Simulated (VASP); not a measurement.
# BaTiO3 (R3m) in VASP: further runs

BaTiO3 is run at these levels: r2SCAN+U; tasks: single point.

All numbers are computed with VASP 6.6.1; they aren't measurements. Logs are shortened: lines on timing, memory, paths and dates and some standing lists are left out, and cuts for length are marked.

### Step 1. The cell of the first run

Symmetry: R3m, No. 160, trigonal system. Conventional cell: a = 5.532 Å, b = 5.532 Å, c = 6.963 Å, α = 90.00°, β = 90.00°, γ = 120.00°. Ba (site symmetry 3m) has 12 O at 2.77 to 2.86 Å and 8 Ti at 3.38 to 3.54 Å within 3.6 Å. Within 2.5 Å of Ti (site symmetry 3m) lie 6 O at 1.89 to 2.06 Å. O (site symmetry m) has 2 Ti at 1.89 to 2.06 Å within 2.5 Å.

### Step 2. Single point, r2SCAN+U (strain -0.025 along x and y, +0.000 along z)

Input file POSCAR:

```
BaTiO3
1.0
    2.7659750502      1.5969364398      2.3209936158
   -2.7659750502      1.5969364398      2.3209936158
    0.0000000000     -3.1938728796      2.3209936158
Ba Ti O
1 1 3
Direct
    0.9999656897      0.9999656897      0.9999656897
    0.5077048750      0.5077048750      0.5077048750
    0.4922539385      0.4922539385      0.9865215584
    0.4922539385      0.9865215584      0.4922539385
    0.9865215584      0.4922539385      0.4922539385
```

Input file INCAR.step1:

```
ALGO = Normal
EDIFF = 1E-4
ENCUT = 520
GGA = PE
ISMEAR = 0
LASPH = T
LCHARG = F
LDAU = T
LDAUJ = 0 0 0
LDAUL = -1 2 -1
LDAUTYPE = 2
LDAUU = 0 4 0
LMAXMIX = 4
LREAL = F
LWAVE = T
NBANDS = 28
NELM = 150
PREC = Accurate
SIGMA = 0.05
```

Input file INCAR.step2:

```
ALGO = Normal
EDIFF = 1E-6
ENCUT = 520
ISIF = 2
ISMEAR = 0
ISTART = 1
LASPH = T
LCHARG = T
LDAU = T
LDAUJ = 0 0 0
LDAUL = -1 2 -1
LDAUPRINT = 1
LDAUTYPE = 2
LDAUU = 0 4 0
LELF = T
LMAXMIX = 4
LMIXTAU = T
LREAL = F
LVHAR = T
LWAVE = F
METAGGA = R2SCAN
NBANDS = 28
NELM = 150
PREC = Accurate
SIGMA = 0.05
```

Input file KPOINTS:

```
k-points
0
Gamma
  6 6 6
```

Potentials or basis: VASP PAW PBE potentials, release 64 (Ba_sv, Ti_sv, O).

Command:

```
$ cat potpaw_PBE.64/Ba_sv/POTCAR potpaw_PBE.64/Ti_sv/POTCAR potpaw_PBE.64/O/POTCAR > POTCAR
$ cp INCAR.step1 INCAR
$ mpirun -np 1 vasp_std > vasp.out
$ cp INCAR.step2 INCAR
$ mpirun -np 1 vasp_std > vasp.out
```

OUTCAR:

```text
EDIFF = 1E-6
   ENCUT = 520
   ISIF = 2
   ISMEAR = 0
   ISTART = 1
   LASPH = T
   LREAL = F
   METAGGA = R2SCAN
   NELM = 150
   PREC = Accurate

 ion  position               nearest neighbor table
   1  1.000  1.000  1.000-   5 2.77   4 2.77   4 2.77   5 2.77   3 2.77   3 2.77   3 2.77   4 2.77
                             5 2.77   3 2.86   4 2.86   5 2.86   2 3.38   2 3.38   2 3.38   2 3.42
   2  0.508  0.508  0.508-   3 1.89   4 1.89   5 1.89   3 2.06   4 2.06   5 2.06   1 3.38   1 3.38
                             1 3.38   1 3.42   1 3.42   1 3.42   1 3.43   1 3.54
   3  0.492  0.492  0.987-   2 1.89   2 2.06   1 2.77   1 2.77   1 2.77   1 2.86
   4  0.492  0.987  0.492-   2 1.89   2 2.06   1 2.77   1 2.77   1 2.77   1 2.86
   5  0.987  0.492  0.492-   2 1.89   2 2.06   1 2.77   1 2.77   1 2.77   1 2.86

  LATTYP: Found a trigonal (rhomboedric) cell.
 ALAT       =     3.9481432770
 COS(alpha) =     0.0183860923

  Lattice vectors:

 A1 = (   2.7659750502,   1.5969364398,   2.3209936158)
 A2 = (  -2.7659750502,   1.5969364398,   2.3209936158)
 A3 = (   0.0000000000,  -3.1938728796,   2.3209936158)

Analysis of symmetry for initial positions (statically):
=====================================================================
 Subroutine PRICEL returns:
 Original cell was already a primitive cell.

 Routine SETGRP: Setting up the symmetry group for a
 trigonal (rhombohedral) supercell.

 Subroutine GETGRP returns: Found  6 space group operations
 (whereof  6 operations were pure point group operations)
 out of a pool of 12 trial point group operations.

The static configuration has the point symmetry C_3v.

Analysis of symmetry for dynamics (positions and initial velocities):
=====================================================================
 Subroutine PRICEL returns:
 Original cell was already a primitive cell.

 Routine SETGRP: Setting up the symmetry group for a
 trigonal (rhombohedral) supercell.

 Subroutine GETGRP returns: Found  6 space group operations
 (whereof  6 operations were pure point group operations)
 out of a pool of 12 trial point group operations.

The dynamic configuration has the point symmetry C_3v.

 Subroutine INISYM returns: Found  6 space group operations
 (whereof  6 operations are pure point group operations),
 and found     1 'primitive' translations

----------------------------------------------------------------------------------------

                                     Primitive cell

  volume of cell :      61.5122

  direct lattice vectors                    reciprocal lattice vectors
     2.765975050  1.596936440  2.320993616     0.180768080  0.104366500  0.143616652
    -2.765975050  1.596936440  2.320993616    -0.180768080  0.104366500  0.143616652
     0.000000000 -3.193872880  2.320993616     0.000000000 -0.208733000  0.143616652

  length of vectors
     3.948143277  3.948143277  3.948143277     0.253367733  0.253367733  0.253367733

  position of ions in fractional coordinates (direct lattice)
     0.999965690  0.999965690  0.999965690
     0.507704875  0.507704875  0.507704875
     0.492253938  0.492253938  0.986521558
     0.492253938  0.986521558  0.492253938
     0.986521558  0.492253938  0.492253938

  ion indices of the primitive-cell ions
   primitive index   ion index
                 1           1
                 2           2
                 3           3
                 4           4
                 5           5

----------------------------------------------------------------------------------------

 KPOINTS: k-points

Automatic generation of k-mesh.
 Grid dimensions read from file:
 generate k-points for:    6    6    6

 Generating k-lattice:

  Cartesian coordinates                     Fractional coordinates (reciprocal lattice)
     0.030128013  0.017394417  0.023936109     0.166666667  0.000000000 -0.000000000
    -0.030128013  0.017394417  0.023936109     0.000000000  0.166666667 -0.000000000
     0.000000000 -0.034788833  0.023936109    -0.000000000 -0.000000000  0.166666667

  Length of vectors
     0.042227955  0.042227955  0.042227955

  Shift w.r.t. Gamma in fractional coordinates (k-lattice)
     0.000000000  0.000000000  0.000000000

 Subroutine IBZKPT returns following result:
 ===========================================

 Found     32 irreducible k-points:

 Following reciprocal coordinates:
            Coordinates               Weight
  0.000000  0.000000  0.000000      1.000000
  0.166667  0.000000  0.000000      6.000000
  0.333333  0.000000 -0.000000      6.000000
  0.500000  0.000000  0.000000      3.000000
  0.166667  0.166667  0.000000      6.000000
  0.333333  0.166667  0.000000     12.000000
[... 16 lines left out ...]
  0.500000  0.500000  0.166667      6.000000
 -0.333333  0.500000  0.166667     12.000000
 [... further k-points ...]
   k-points           NKPTS =     32   k-points in BZ     NKDIM =     32   number of bands    NBANDS=     28
   number of dos      NEDOS =    301   number of ions     NIONS =      5
   total plane-waves  NPLWV =  27000
   dimension x,y,z NGX =    30 NGY =   30 NGZ =   30
   dimension x,y,z NGXF=    60 NGYF=   60 NGZF=   60
   ions per type =               1   1   3
   NGX,Y,Z   is equivalent  to a cutoff of  12.63, 12.63, 12.63 a.u.
   NGXF,Y,Z  is equivalent  to a cutoff of  25.26, 25.26, 25.26 a.u.
 SYSTEM =  unknown system
   PREC   = accura    normal or accurate (medium, high low for compatibility)
   ISTART =      1    job   : 0-new  1-cont  2-samecut
   ICHARG =      0    charge: 1-file 2-atom 10-const
   ISPIN  =      1    spin polarized calculation?
   LNONCOLLINEAR =      F non collinear calculations
   LSORBIT =      F    spin-orbit coupling
   LASPH  =      T    aspherical Exc in radial PAW
   ENCUT  =  520.0 eV  38.22 Ry    6.18 a.u.   7.34  7.34  7.34*2*pi/ulx,y,z
   NELM   =    150;   NELMIN=  2; NELMDL=  0     # of ELM steps
   EDIFF  = 0.1E-05   stopping-criterion for ELM
   LREAL  =      F    real-space projection
   EDIFFG = 0.1E-04   stopping-criterion for IOM
   NSW    =      0    number of steps for IOM
   IBRION =     -1    ionic relax: 0-MD 1-quasi-New 2-CG
   NFREE  =      0    steps in history (QN), initial steepest desc. (CG)
   ISIF   =      2    stress and relaxation
   ISYM   =      2    0-nonsym 1-usesym 2-fastsym
   POTIM  = 0.5000    time-step for ionic-motion
   TEBEG  =    0.0;   TEEND  =   0.0 temperature during run
   PSTRESS=    0.0 pullay stress
   NELECT =      40.0000    total number of electrons
   NUPDOWN=      -1.0000    fix difference up-down
   EMIN   =  10.00;   EMAX   =-10.00  energy-range for DOS
   EFERMI =   0.00;   METHOD = LEGACY
   ISMEAR =     0;   SIGMA  =   0.05  broadening in eV -4-tet -1-fermi 0-gaus
   EFERMI_NEDOS =   21; number of points for ismear=-14 and -15
   IALGO  =     38    algorithm
   IMIX   =      4    mixing-type and parameters
     AMIX     =   0.40;   BMIX     =  1.00
     AMIX_MAG =   1.60;   BMIX_MAG =  1.00
  volume/ion in A,a.u.               =      12.30        83.02
  Fermi-wavevector in a.u.,A,eV,Ry     =   1.418321  2.680238 27.369940  2.011634
  Thomas-Fermi vector in A             =   2.539459
   LORBIT       =      0    0 simple, 1 ext, 2 COOP (PROOUT), +10 PAW based schemes
 LDA+U is selected, type is set to LDAUTYPE =  2
   angular momentum for each species LDAUL =    -1    2   -1
   U (eV)           for each species LDAUU =   0.0  4.0  0.0
   J (eV)           for each species LDAUJ =   0.0  0.0  0.0
   METAGGA = R2SCAN    functional components
   LHFCALC =     F    Hartree Fock is set to
   AEXX    =    0.0000 exact exchange contribution
   IVDW    =     0    specifies the selected vdW correction
   LEPSILON=     F    determine dielectric tensor
   LRPA    =     F    only Hartree local field effects (RPA)
 non-spin polarized calculation
 Gauss-broadening in eV      SIGMA  =   0.05
  energy-cutoff  :      520.00
  volume of cell :       61.51
 maximum number of plane-waves:      1678
 NGX is ok and might be reduce to    30
   NGX = 15   NGY = 15   NGZ = 15

atom =   2  type =  2  l = 2

 onsite density matrix

spin component  1

  0.1527 -0.0000 -0.0000  0.0696  0.0000
 -0.0000  0.1974 -0.0000 -0.0000  0.0696
 -0.0000 -0.0000  0.1006  0.0000 -0.0000
  0.0696 -0.0000  0.0000  0.1974 -0.0000
  0.0000  0.0696 -0.0000 -0.0000  0.1527

spin component  2

  0.1527 -0.0000 -0.0000  0.0696  0.0000
 -0.0000  0.1974 -0.0000 -0.0000  0.0696
 -0.0000 -0.0000  0.1006  0.0000 -0.0000
  0.0696 -0.0000  0.0000  0.1974 -0.0000
  0.0000  0.0696 -0.0000 -0.0000  0.1527

 occupancies and eigenvectors

  o =  0.1006  v =  0.0000 -0.0000  1.0000  0.0000  0.0000  0.0000  0.0000  0.0000  0.0000  0.0000      0.0000  0.0000  0.0000  0.0000  0.0000  0.0000  0.0000  0.0000  0.0000  0.0000
  o =  0.1006  v =  0.0000  0.0000  0.0000  0.0000  0.0000  0.0000 -0.0000  1.0000  0.0000  0.0000      0.0000  0.0000  0.0000  0.0000  0.0000  0.0000  0.0000  0.0000  0.0000  0.0000
  o =  0.1020  v =  0.0000 -0.5892 -0.0000  0.0000  0.8080  0.0000  0.0000  0.0000  0.0000  0.0000      0.0000  0.0000  0.0000  0.0000  0.0000  0.0000  0.0000  0.0000  0.0000  0.0000
  o =  0.1020  v =  0.0000  0.0000  0.0000  0.0000  0.0000  0.0000 -0.5892 -0.0000  0.0000  0.8080      0.0000  0.0000  0.0000  0.0000  0.0000  0.0000  0.0000  0.0000  0.0000  0.0000
  o =  0.1020  v =  0.0000  0.0000  0.0000  0.0000  0.0000 -0.8080  0.0000 -0.0000  0.5892  0.0000      0.0000  0.0000  0.0000  0.0000  0.0000  0.0000  0.0000  0.0000  0.0000  0.0000
  o =  0.1020  v = -0.8080  0.0000 -0.0000  0.5892  0.0000  0.0000  0.0000  0.0000  0.0000  0.0000      0.0000  0.0000  0.0000  0.0000  0.0000  0.0000  0.0000  0.0000  0.0000  0.0000
  o =  0.2481  v =  0.0000 -0.8080  0.0000  0.0000 -0.5892  0.0000  0.0000  0.0000  0.0000  0.0000      0.0000  0.0000  0.0000  0.0000  0.0000  0.0000  0.0000  0.0000  0.0000  0.0000
  o =  0.2481  v =  0.0000  0.0000  0.0000  0.0000  0.0000  0.0000 -0.8080  0.0000  0.0000 -0.5892      0.0000  0.0000  0.0000  0.0000  0.0000  0.0000  0.0000  0.0000  0.0000  0.0000
  o =  0.2481  v =  0.0000  0.0000  0.0000  0.0000  0.0000  0.5892  0.0000 -0.0000  0.8080  0.0000      0.0000  0.0000  0.0000  0.0000  0.0000  0.0000  0.0000  0.0000  0.0000  0.0000
  o =  0.2481  v =  0.5892  0.0000 -0.0000  0.8080  0.0000  0.0000  0.0000  0.0000  0.0000  0.0000      0.0000  0.0000  0.0000  0.0000  0.0000  0.0000  0.0000  0.0000  0.0000  0.0000

 number of electron      40.0000015 magnetization

 Free energy of the ion-electron system (eV)
  ---------------------------------------------------
  ext. energy  EPLUGINS =         0.00000000
  ---------------------------------------------------
  free energy    TOTEN  =       -71.42774354 eV

  energy without entropy =      -71.42774354  energy(sigma->0) =      -71.42774354

 E-fermi :   4.2368     XC(G=0): -12.1534

 val. band max:        3.9693108418   @ k =   0.5000   0.5000   0.5000
 cond. band min:       6.9718960831   @ k =   0.0000   0.0000   0.0000
 fundamental gap:      3.0025852412
 Fermi energy:         4.2368429949

 k-point     1 :       0.0000    0.0000    0.0000
  band No.  band energies     occupation
      1     -55.5760      2.00000
      2     -30.7370      2.00000
      3     -30.7370      2.00000
      4     -30.7139      2.00000
      5     -21.4191      2.00000
      6     -14.0090      2.00000
[... 20 lines left out ...]
     27       9.6154      0.00000
     28      12.6529      0.00000

 k-point     2 :       0.1667    0.0000    0.0000
  band No.  band energies     occupation
      1     -55.5756      2.00000
      2     -30.7492      2.00000
      3     -30.7364      2.00000
      4     -30.7170      2.00000
      5     -21.3792      2.00000
      6     -14.0441      2.00000
[... 20 lines left out ...]
     27      10.1927      0.00000
     28      13.2463      0.00000

 k-point     3 :       0.3333    0.0000   -0.0000
  band No.  band energies     occupation
      1     -55.5750      2.00000
      2     -30.7784      2.00000
      3     -30.7353      2.00000
      4     -30.7180      2.00000
      5     -21.2973      2.00000
      6     -14.2088      2.00000
[... 616 lines left out ...]
      3     -30.7833      2.00000
      4     -30.7377      2.00000
      5     -21.1347      2.00000
      6     -13.5607      2.00000
[... 20 lines left out ...]
     27      13.3698      0.00000
     28      13.8700      0.00000

 k-point    24 :      -0.3333    0.5000    0.1667
  band No.  band energies     occupation
      1     -55.5734      2.00000
      2     -30.7913      2.00000
      3     -30.7726      2.00000
      4     -30.7376      2.00000
      5     -21.1585      2.00000
      6     -13.7353      2.00000
[... 20 lines left out ...]
     27      13.0183      0.00000
     28      13.5105      0.00000

 [... further k-points ...]
[... 5 lines left out ...]
  --------------------------------------------------------------------------------------
  -------------------------------------------------------------------------------------
  Total        6.6474787      6.6474787      3.6593904      0.0000000      0.0000000      0.0000000
  in kB      173.1436020    173.1436020     95.3143394      0.0000000      0.0000000      0.0000000
  external PRESSURE =     147.2005145 kB  Pullay stress =       0.0000000 kB

 VOLUME and BASIS-vectors are now :
 -----------------------------------------------------------------------------
  energy-cutoff  :      520.00
  volume of cell :       61.51
      direct lattice vectors                 reciprocal lattice vectors
     2.765975050  1.596936440  2.320993616     0.180768080  0.104366500  0.143616652
    -2.765975050  1.596936440  2.320993616    -0.180768080  0.104366500  0.143616652
     0.000000000 -3.193872880  2.320993616     0.000000000 -0.208733000  0.143616652

 POSITION                                       TOTAL-FORCE (eV/Angst)
 -----------------------------------------------------------------------------------
      0.00000      0.00000      6.96274        -0.000000      0.000000     -0.041430
      0.00000      0.00000      3.53514        -0.000000      0.000000     -0.924205
      0.00000     -1.57863      4.57475        -0.000000     -0.544887      0.321878
     -1.36713      0.78931      4.57475        -0.471886      0.272443      0.321878
      1.36713      0.78931      4.57475         0.471886      0.272443      0.321878
 -----------------------------------------------------------------------------------
    total drift:                               -0.000000     -0.000001      0.013213

  FREE ENERGIE OF THE ION-ELECTRON SYSTEM (eV)
  ---------------------------------------------------
  free  energy   TOTEN  =       -71.4277435424 eV

  energy  without entropy=      -71.4277435424  energy(sigma->0) =      -71.42774354
```

Wall time 2.3 min (1 thread of Intel Xeon Platinum 8488C (Sapphire Rapids), shared host); peak memory 0.2 GiB.

What came out:

| Quantity | Value |
| --- | --- |
| Free energy | -71.4277 eV |
| Pressure | 14.7 GPa |
| Largest force | 0.924 eV/Å |
| Band gap on the k mesh | 3.00 eV (least direct gap 3.21 eV) |

Forces on the atoms (eV/Å):
```
Ba   0.000  0.000 -0.041
Ti   0.000  0.000 -0.924
O    0.000 -0.545  0.322
O   -0.472  0.272  0.322
O    0.472  0.272  0.322
```

Stress tensor (GPa, compression positive):
```
17.31  0.00  0.00
 0.00 17.31  0.00
 0.00  0.00  9.53
```

Eigenvalues of the final occupation matrices:
```tsv
site	spin	trace	eigenvalues
site 2 d	1	0.80	0.10 0.10 0.10 0.25 0.25
site 2 d	2	0.80	0.10 0.10 0.10 0.25 0.25
```

Caveat: the cell differs from its parent crystal (strain -0.025 along x and y, +0.000 along z); the cell stands under pressure; the PAW data sets were made with another functional, which shifts forces and pressure a little; spin-orbit coupling is left out, which moves the levels of the heavy elements. A k mesh can miss the band edges.

### Step 3. Single point, r2SCAN+U (strain +0.000 along x and y, -0.025 along z)

Edit POSCAR of step 2 so:

```diff
@@ -2,5 +2,5 @@
 1.0
-    2.7659750502      1.5969364398      2.3209936158
-   -2.7659750502      1.5969364398      2.3209936158
-    0.0000000000     -3.1938728796      2.3209936158
+    2.8368974874      1.6378835280      2.2629687754
+   -2.8368974874      1.6378835280      2.2629687754
+    0.0000000000     -3.2757670560      2.2629687754
 Ba Ti O
```

Input file INCAR.step1:

```
SYSTEM = BaTiO3
PREC = Accurate
ENCUT = 520
ISMEAR = 0
SIGMA = 0.05
LREAL = .False.
LASPH = .True.
NELM = 150
LMAXMIX = 4
LDAU = .True.
LDAUTYPE = 2
LDAUL = -1 2 -1
LDAUU = 0 4 0
LDAUJ = 0 0 0
NBANDS = 28
GGA = PE
ALGO = Normal
EDIFF = 1E-4
LWAVE = .True.
LCHARG = .False.
```

Input file INCAR.step2:

```
SYSTEM = BaTiO3
PREC = Accurate
ENCUT = 520
EDIFF = 1E-6
ISMEAR = 0
SIGMA = 0.05
LREAL = .False.
LASPH = .True.
NELM = 150
ALGO = Normal
ISIF = 2
LWAVE = .False.
LCHARG = .True.
LMAXMIX = 4
LDAU = .True.
LDAUTYPE = 2
LDAUL = -1 2 -1
LDAUU = 0 4 0
LDAUJ = 0 0 0
LDAUPRINT = 1
METAGGA = R2SCAN
LMIXTAU = .True.
LELF = .True.
LVHAR = .True.
NBANDS = 28
ISTART = 1
```

Input file KPOINTS:

```
Automatic mesh
0
Gamma
  6 6 6
  0 0 0
```

Potentials or basis: VASP PAW PBE potentials, release 64 (Ba_sv, Ti_sv, O).

Command:

```
$ cat potpaw_PBE.64/Ba_sv/POTCAR potpaw_PBE.64/Ti_sv/POTCAR potpaw_PBE.64/O/POTCAR > POTCAR
$ cp INCAR.step1 INCAR
$ mpirun -np 1 vasp_std > vasp.out
$ cp INCAR.step2 INCAR
$ mpirun -np 1 vasp_std > vasp.out
```

It took 2 min on 1 thread of Intel Xeon Platinum 8488C (Sapphire Rapids), shared host; peak memory 0.21 GiB.

The run converged. Its results:

| Item | Value |
| --- | --- |
| Free energy | -71.5520 eV |
| Pressure | 8.9 GPa |
| Largest force | 0.766 eV/Å |
| Band gap on the k mesh | 2.91 eV (least direct gap 3.16 eV) |

Forces in eV/Å, atoms in the order of the input:
```
Ba   0.000  0.000 -0.043
Ti   0.000  0.000 -0.766
O    0.000 -0.338  0.270
O   -0.293  0.169  0.270
O    0.293  0.169  0.270
```

Stress tensor (GPa, compression positive):
```
 6.71  0.00  0.00
 0.00  6.71  0.00
 0.00  0.00 13.21
```

Levels at points of the mesh, in eV from the valence-band top:
```tsv
k point	band 18	band 19	band 20	band 21	band 22	band 23
(0.00, 0.00, 0.00)	-0.35	-0.35	-0.25	2.91	2.96	2.96
(0.50, 0.00, 0.00)	-1.66	-0.97	-0.85	3.13	4.52	4.53
(0.50, 0.50, 0.00)	-0.94	-0.89	-0.12	4.55	4.61	5.01
(0.50, 0.50, 0.50)	-0.04	-0.04	0.00	5.16	5.29	5.29
```

Eigenvalues of the final occupation matrices:
| site | spin | trace | eigenvalues |
| --- | --- | --- | --- |
| site 2 d | 1 | 0.78 | 0.10 0.10 0.10 0.24 0.24 |
| site 2 d | 2 | 0.78 | 0.10 0.10 0.10 0.24 0.24 |

Caveat: the cell differs from its parent crystal (strain +0.000 along x and y, -0.025 along z); the cell stands under pressure; the PAW data sets were made with another functional, which shifts forces and pressure a little; spin-orbit coupling is left out, which moves the levels of the heavy elements. A k mesh can miss the band edges.
